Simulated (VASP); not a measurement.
LiBr (rocksalt type):

```
Li Br
1.0
     0.00000    2.45726    2.45726
     2.45726    0.00000    2.45726
     2.45726    2.45726    0.00000
Li Br
1 1
Direct
  0.00000 0.00000 0.00000
  0.50000 0.50000 0.50000
```

| Quantity | Value |
| --- | --- |
| Program | VASP 6.6.1 |
| Task | relaxation of cell and atoms |
| Functional | PBE |
| Potentials or basis | VASP PAW PBE potentials, release 64 (Li_sv, Br) |
| Cutoff | 750 eV |
| k mesh | 13 × 13 × 13 |
| Occupations | fermi-dirac, width 0.05 eV |
| Spin | no spin polarisation |

At the start: pressure 18.6 GPa; volume 14.84 Å³/atom.

Problem. Where does the relaxation end?

Solution. Over 6 steps the energy falls by 257.3 meV/atom and the volume is 20.89 Å³/atom (+40.8 %); space group Fm-3m (No. 225, to 0.05 Å).

The path:
```
step  energy change (eV)  largest force (eV/Å)  pressure (GPa)  volume (Å³)
   1              0.0000                0.0000           18.59        29.67
   2             -0.4770                0.0000            3.27        37.70
   3             -0.5101                0.0000            1.01        40.25
   4             -0.5146                0.0000            0.12        41.55
   5             -0.5146                0.0000           -0.05        41.81
   6             -0.5146                0.0000           -0.02        41.77
```

Final structure:
```
CELL_PARAMETERS angstrom
0.00000 2.75395 2.75395
2.75395 0.00000 2.75395
2.75395 2.75395 0.00000
ATOMIC_POSITIONS crystal
Li 0.00000 0.00000 0.00000
Br 0.50000 0.50000 0.50000
```

Caveat: the volume moved by over 15 % at a fixed basis, so the end points are rough.
